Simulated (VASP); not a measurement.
Set up this calculation in VASP 6.6.1, as the native input.

- Task: single point
- Functional: PBE
- Potentials or basis: VASP PAW PBE potentials, release 64 (In_d, P)
- Cutoff: 500 eV
- k mesh: 8 × 8 × 8
- Occupations: gaussian, width 0.1 eV
- Spin: no spin polarisation
- Dipole correction: no
- Further INCAR settings: ALGO = Normal; EDIFF = 1e-06; NBANDS = 16

The structure of InP lies in POSCAR:

```
InP
1.0
    0.0000000000      2.7688340000      2.7688340000
    2.7688340000      0.0000000000      2.7688340000
    2.7688340000      2.7688340000      0.0000000000
In P
1 1
Direct
    0.0000000000      0.0000000000      0.0000000000
    0.5000000000      0.5000000000      0.5000000000
```

The input as run:

INCAR

```
SYSTEM = InP
ALGO = Normal
EDIFF = 1E-6
ENCUT = 500
GGA = PE
GGA_COMPAT = .FALSE.
ISIF = 2
ISMEAR = 0
LASPH = .TRUE.
LCHARG = .FALSE.
LREAL = .FALSE.
LWAVE = .FALSE.
NBANDS = 16
NELM = 120
PREC = Accurate
SIGMA = 0.1
```

KPOINTS

```
k-points
0
G
  8 8 8
  0 0 0
```

Potentials or basis: VASP PAW PBE potentials, release 64 (In_d, P).

Run with:

```bash
$ cat potpaw_PBE.64/In_d/POTCAR potpaw_PBE.64/P/POTCAR > POTCAR
$ mpirun -np 1 vasp_std > vasp.out
```

It gave:

* Pressure: -0.1 GPa
* Band gap on the k mesh: zero (bands 9 and 10 overlap by 2.63 eV)

Caveat: spin-orbit coupling is left out, which moves the levels of the heavy elements.

Wall time 12 s on 1 thread of Intel(R) Xeon(R) Platinum 8488C (Sapphire Rapids), on a shared host, peak memory 0.17 GiB.
